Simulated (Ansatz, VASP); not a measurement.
Two plane-wave programs on TaN

INCAR

```
SYSTEM = TaN
PREC = Accurate
ENCUT = 520
EDIFF = 1E-8
ISMEAR = -1
SIGMA = 0.02
LREAL = .FALSE.
LASPH = .TRUE.
NELM = 120
ALGO = Normal
ISIF = 2
LWAVE = .FALSE.
LCHARG = .FALSE.
GGA = PE
LEFG = .TRUE.
NBANDS = 16
GGA_COMPAT = .FALSE.
```

KPOINTS

```
regular mesh
0
G
  9 9 9
  0 0 0
```

The input POSCAR:

```
TaN
1.0
    0.0326850000      2.1953425000      2.1953425000
    2.1953425000      0.0326850000      2.1953425000
    2.1953425000      2.1953425000      0.0326850000
Ta N
1 1
Direct
    0.5000000000      0.5000000000      0.5000000000
    0.0000000000      0.0000000000      0.0000000000
```

Input for Ansatz:

```yaml
crystal:
  lattice:
    - [0.032685, 2.1953425, 2.1953425]
    - [2.1953425, 0.032685, 2.1953425]
    - [2.1953425, 2.1953425, 0.032685]
  atoms:
    - { symbol: Ta, position: [0.5, 0.5, 0.5] }
    - { symbol: "N", position: [0.0, 0.0, 0.0] }
kpoints:
  mp_grid: { grid: [9, 9, 9] }
scf:
  occupations: { method: fermi_dirac, width: 0.02 }
hamiltonian:
  xc: pbe
  pseudopotentials: { kind: paw }
output:
  forces: true
  stress: true
  eigenvalues: true
  efg: { contact_densities: true }
```

Change from the starting cell: equal xy, yz and zx shear strains of +1.5 %, PAW files.

Alike in both runs: task electric field gradients; functional PBE; k mesh 9 × 9 × 9; occupations fermi-dirac, width 0.02 eV; no spin polarisation.

|  | VASP | Ansatz |
| --- | --- | --- |
| version | VASP 6.6.1 | Ansatz 0.2.0 |
| potentials or method | VASP PAW PBE potentials, release 64 (Ta_sv_GW, N) | PAW with Ansatz's default frozen-core files, scalar-relativistic |
| plane-wave cutoff (eV) | 520 | 420 |
| valence electrons in the cell | 18 | 18 |

```tsv
	VASP	Ansatz	Ansatz less VASP
pressure (GPa)	14.4	14.6	+0.24
traceless stress, the component that is largest in VASP (GPa)	-0.85	-0.87	-0.016
size of Vzz on the site where it differs most (V/Å²)	1.8	1.4	-0.38
```

With one functional, cell and mesh, what is left measures potentials, basis and numerics.

Spin-orbit coupling is off throughout.
